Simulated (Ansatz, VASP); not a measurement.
## One calculation of Cu2IBr, two programs

Contents of INCAR:

```
SYSTEM = Cu2IBr
ALGO = Normal ; EDIFF = 1E-7
ENCUT = 520 ; GGA = CA
ISIF = 2 ; ISMEAR = -1
LASPH = .TRUE. ; LCHARG = .FALSE.
LDAU = .TRUE. ; LDAUJ = 0 0 0
LDAUL = -1 -1 2 ; LDAUPRINT = 1
LDAUTYPE = 2 ; LDAUU = 0 0 2
LMAXMIX = 4 ; LREAL = .FALSE.
LWAVE = .FALSE. ; NBANDS = 26
NELM = 150 ; PREC = Accurate
SIGMA = 0.05
```

The input KPOINTS:

```
k-points
0
G
  8 8 8
  0 0 0
```

File POSCAR:

```
Cu2IBr
1.0
    1.9685310750      1.1365319461      6.3876248825
   -1.9685310750      1.1365319461      6.3876248825
    0.0000000000     -2.2730638921      6.3876248825
I Br Cu
1 1 2
Direct
    0.0000000000      0.0000000000      0.0000000000
    0.5000000000      0.5000000000      0.5000000000
    0.2490310000      0.2490310000      0.2490310000
    0.7509690000      0.7509690000      0.7509690000
```

File input.yaml:

```yaml
crystal:
  lattice:
    - [1.968531075, 1.1365319461, 6.3876248825]
    - [-1.968531075, 1.1365319461, 6.3876248825]
    - [0.0, -2.2730638921, 6.3876248825]
  atoms:
    - { symbol: I, position: [0.0, 0.0, 0.0] }
    - { symbol: Br, position: [0.5, 0.5, 0.5] }
    - { symbol: Cu, position: [0.249031, 0.249031, 0.249031] }
    - { symbol: Cu, position: [0.750969, 0.750969, 0.750969] }
hamiltonian:
  xc: lda
  pseudopotentials: { kind: paw }
  hubbard: { sites: [{ species: Cu, l: d, u_eff: 2.0 }] }
kpoints:
  mp_grid: { grid: [8, 8, 8] }
  band_path:
    path:
      - [[0.0, 0.0, 0.0], [0.5, 0.0, 0.0], [0.5, 0.1877720492, -0.1877720492]]
      - [[0.8122279508, 0.5, 0.1877720492], [0.5, 0.5, 0.5], [0.0, 0.0, 0.0], [0.3438860246, 0.0, -0.3438860246]]
      - [[0.6561139754, 0.3438860246, 0.0], [0.5, 0.5, 0.0], [0.6561139754, 0.6561139754, 0.1877720492], [0.5, 0.5, 0.5]]
      - [[0.5, 0.0, 0.0], [0.8122279508, 0.3438860246, 0.3438860246]]
    npoints: 14
scf:
  occupations: { method: fermi_dirac, width: 0.05 }
  n_extra_bands: 10
output:
  forces: true
  stress: true
  eigenvalues: true
  fatbands: false
  write_density: true
  write_potential: true
  elf: true
  volumetric_format: npy
```

Alike in both runs: functional LDA; k mesh 8 × 8 × 8; occupations fermi-dirac, width 0.05 eV; no spin polarisation; Hubbard terms Cu d U = 2.0 eV.

|  | VASP | Ansatz |
| --- | --- | --- |
| version | VASP 6.6.1 | Ansatz 0.2.0 |
| potentials or method | VASP PAW LDA potentials, release 64 (I, Br, Cu) | Ansatz PAW |
| plane-wave cutoff (eV) | 520 | 420 |
| valence electrons in the cell | 36 | 62 |
| task | single point | band structure |

```tsv
	VASP	Ansatz	Ansatz less VASP
gap on the k mesh at the Fermi level (eV)	none	none	-
pressure (GPa)	-5.3	-5.1	+0.20
traceless stress, the component that is largest in VASP (GPa)	-0.15	-0.16	-0.009
rms of the force components (eV/Å)	0.004	0.006	+0.0025
```

LDA's correlation is that of Perdew and Zunger in VASP and of Perdew and Wang (1992) in Ansatz. The programs project onto different local orbitals, so the same U acts differently, and such runs can settle in different states. Atom by atom the forces differ by 0.003 eV/Å (rms over components). A gap of «none» marks a metal or a gap that the smearing closes. VASP's potentials hold 36 valence electrons a cell and Ansatz's 62, so a difference there can come from the potentials and not from the codes.

Spin-orbit coupling is off throughout.
